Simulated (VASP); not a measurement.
A run of VASP 6.6.1 is set up as follows.

The input INCAR:

```
SYSTEM = RbGeN
ALGO = Normal ; EDIFF = 1E-7
ENCUT = 520 ; GGA = PE
ISIF = 2 ; ISMEAR = 0
LASPH = .True. ; LCHARG = .False.
LREAL = .False. ; LWAVE = .False.
NBANDS = 21 ; NELM = 100
PREC = Accurate ; SIGMA = 0.1
```

File KPOINTS:

```
k-points
0
Gamma
  14 14 14
  0 0 0
```

The input POSCAR:

```
RbGeN
1.0
   -1.9121072152      3.1579576344      3.5734130738
    1.9121072152     -3.1579576344      3.5734130738
    1.9121072152      3.1579576344     -3.5734130738
Rb Ge N
1 1 1
Direct
    0.0000000000      0.0000000000      0.0000000000
    0.5000000000      0.5000000000      0.0000000000
    0.5000000000      0.0000000000      0.5000000000
```

Potentials or basis: VASP PAW PBE potentials, release 64 (Rb_sv, Ge_d, N).

Command:

```bash
$ cat potpaw_PBE.64/Rb_sv/POTCAR potpaw_PBE.64/Ge_d/POTCAR potpaw_PBE.64/N/POTCAR > POTCAR
$ mpirun -np 1 vasp_std > vasp.out
```

Task: What does it give for the pressure?

Result: 0.0 GPa.

Task: Estimate the band gap on the k mesh.

Result: Zero (bands 14 and 15 overlap by 0.87 eV).
